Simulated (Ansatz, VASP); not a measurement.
## MgI2 in VASP and in Ansatz

```
CELL_PARAMETERS angstrom
4.13111 0.00000 0.00000
-2.06555 3.57764 0.00000
0.00000 0.00000 24.22651
ATOMIC_POSITIONS crystal
I 0.33333 0.66667 0.18575
I 0.66667 0.33333 0.32457
I 0.88889 0.77778 0.48266
I 0.22222 0.44444 0.62149
Mg 0.00000 0.00000 0.25516
Mg 0.55556 0.11111 0.55208
```

Alike in both runs: task single point; functional PBE; dispersion D3(BJ); k mesh 9 × 9 × 1; occupations gaussian, width 0.05 eV; no spin polarisation.

```csv
,VASP,Ansatz
version,VASP 6.6.1,Ansatz 0.2.0
potentials or method,"VASP PAW PBE potentials, release 64 (I, Mg), cutoff 520 eV","scalar-relativistic, plane waves, PAW"
valence electrons in the cell,32,88
```

VASP gave:

- gap on the k mesh at the Fermi level (eV): 3.54
- least direct gap on the mesh (eV): 3.93
- rms of the force components (eV/Å): 0.012

Q: What did Ansatz give for the same quantities?

A: gap on the k mesh at the Fermi level (eV): 3.55; least direct gap on the mesh (eV): 3.94; rms of the force components (eV/Å): 0.012.

VASP's potentials hold 32 valence electrons a cell and Ansatz's 88, so a difference there can come from the potentials and not from the codes.

Spin-orbit coupling is off throughout.
